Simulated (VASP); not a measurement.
Ti, 2 atoms in the cell. The structure is hexagonal, space group P6_3/mmc (No. 194). The conventional cell has a = 2.939 Å, b = 2.939 Å, c = 4.650 Å, α = 90.00°, β = 90.00°, γ = 120.00°. Within 3.8 Å of Ti (site symmetry -6m2) lie 12 Ti at 2.88 to 2.94 Å. 

| Quantity | Value |
| --- | --- |
| Program | VASP 6.6.1 |
| Task | single point |
| Functional | PBE |
| Potentials or basis | VASP PAW PBE potentials, release 64 (Ti_sv) |
| Cutoff | 520 eV |
| k mesh | 18 × 18 × 10 |
| Occupations | gaussian, width 0.1 eV |
| Spin | no spin polarisation |
| Dipole correction | no |
| Further INCAR settings | ALGO = Fast; EDIFF = 1e-06; NBANDS = 19 |

Potentials or basis: VASP PAW PBE potentials, release 64 (Ti_sv).

The run is started by

```bash
$ cat potpaw_PBE.64/Ti_sv/POTCAR > POTCAR
$ mpirun -np 1 vasp_std > vasp.out
```

Hardware: 1 thread of Intel(R) Xeon(R) Platinum 8488C (Sapphire Rapids) (shared host).

Task: Estimate the wall time of this run.

Result: Wall time 4.9 min on 1 thread of Intel(R) Xeon(R) Platinum 8488C (Sapphire Rapids), on a shared host, peak memory 0.24 GiB. Counts: scf iterations 36, k points 222.
